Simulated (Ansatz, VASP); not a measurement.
One calculation of C, two programs

```
C
1.0
     1.22269    0.70592    3.31089
    -1.22269    0.70592    3.31089
     0.00000   -1.41185    3.31089
C
2
Direct
  0.83343 0.83343 0.83343
  0.16657 0.16657 0.16657
```

Alike in both runs: task relaxation of cell and atoms; functional LDA; k mesh 12 × 12 × 12; occupations gaussian, width 0.02 eV; no spin polarisation.

|  | VASP | Ansatz |
| --- | --- | --- |
| version | VASP 6.6.1 | Ansatz 0.2.0 |
| potentials or method | VASP PAW LDA potentials, release 64 (C), cutoff 600 eV | scalar-relativistic, plane waves, PAW |
| valence electrons in the cell | 8 | 8 |

|  | VASP | Ansatz | Ansatz less VASP |
| --- | --- | --- | --- |
| gap on the k mesh at the Fermi level, each at its own relaxed structure (eV) | 0.78 | 0.72 | -0.057 |
| relaxed volume (Å³/atom) | 8.45 | 8.56 | +0.107 |
| relaxed length of the cell vector where the two differ most in proportion (Å) | 3.554 | 3.595 | +0.0408 |

LDA's correlation is that of Perdew and Zunger in VASP and of Perdew and Wang (1992) in Ansatz.
